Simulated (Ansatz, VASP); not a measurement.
# One calculation of Sb, two programs

```
CELL_PARAMETERS angstrom
4.06850 0.00000 0.00000
-2.03425 3.52342 0.00000
0.00000 0.00000 27.10000
ATOMIC_POSITIONS crystal
Sb 0.33333 0.66667 0.25830
Sb 0.66667 0.33333 0.31919
```

Alike in both runs: functional PBE; dispersion D3(BJ); k mesh 12 × 12 × 1; occupations gaussian, width 0.03 eV; no spin polarisation.

Ansatz relaxed the structure, and its values are those at the end. VASP's run is a single point on that final structure, the one shown.

|  | VASP | Ansatz |
| --- | --- | --- |
| version | VASP 6.6.1 | Ansatz 0.2.0 |
| potentials or method | VASP PAW PBE potentials, release 64 (Sb), cutoff 400 eV | scalar-relativistic, plane waves, PAW |
| valence electrons in the cell | 10 | 30 |

|  | VASP | Ansatz | Ansatz less VASP |
| --- | --- | --- | --- |
| gap on the k mesh at the Fermi level (eV) | 1.19 | 1.18 | -0.007 |
| least direct gap on the mesh (eV) | 1.64 | 1.67 | +0.029 |
| rms of the force components (eV/Å) | 0.052 | 0.002 | -0.0502 |

VASP's potentials hold 10 valence electrons a cell and Ansatz's 30, so a difference there can come from the potentials and not from the codes. Ansatz's warnings: slab cell height set, structure snapped to symmetry.

Neither program's run includes spin-orbit coupling.
